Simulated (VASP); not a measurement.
C:

```
C
1.0
     2.47000    0.00000    0.00000
    -1.23500    2.13908    0.00000
     0.00000    0.00000    6.79000
C
4
Direct
  0.00000 0.00000 0.00000
  0.00000 0.00000 0.50000
  0.33333 0.66667 0.00500
  0.66667 0.33333 0.50500
```

Program: VASP 6.6.1. Alike in all runs: task single point; level PBE; potentials or basis VASP PAW PBE potentials, release 64 (C); no spin polarisation; cell as given; cutoff (eV) 520; smearing methfessel-paxton 0.05 eV.

Q: Order these runs on this cell by their band gap on the k mesh, lowest first.
A. k mesh 6 × 6 × 2
B. k mesh 8 × 8 × 3
C. k mesh 13 × 13 × 4
D. k mesh 5 × 5 × 2
E. k mesh 10 × 10 × 4

A: A (metal), C (0.83 eV), E (1.26 eV), B (1.72 eV), D (2.53 eV).

Caveats: some runs use coarse meshes.

A k mesh can miss the band edges, odd and even meshes differently.
